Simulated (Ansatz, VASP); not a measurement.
# Two plane-wave programs on Ru

```
Ru
1.0
     0.00000    2.69568    2.69568
     2.69568    0.00000    2.69568
     2.69568    2.69568    0.00000
Ru
2
Direct
  0.00000 0.00000 0.00000
  0.25000 0.25000 0.25000
```

Alike in both runs: functional PBEsol; k mesh 14 × 14 × 14; occupations gaussian, width 0.1 eV; no spin polarisation.

Ansatz relaxed the structure, and its values are those at the end. VASP's run is a single point on that final structure, the one shown.

|  | VASP | Ansatz |
| --- | --- | --- |
| version | VASP 6.6.1 | Ansatz 0.2.0 |
| potentials or method | VASP PAW PBE potentials, release 64 (Ru_pv), cutoff 520 eV | scalar-relativistic, plane waves, PAW |
| valence electrons in the cell | 28 | 32 |

|  | VASP | Ansatz | Ansatz less VASP |
| --- | --- | --- | --- |
| gap on the k mesh at the Fermi level (eV) | none | none | - |
| pressure (GPa) | 0.2 | -0.1 | -0.27 |

VASP's potentials were made for PBE, not for PBEsol. A gap of «none» marks a metal or a gap that the smearing closes. The functional is the same, so the differences come from potentials, cutoffs and numerics. VASP's potentials hold 28 valence electrons a cell and Ansatz's 32, so a difference there can come from the potentials and not from the codes.
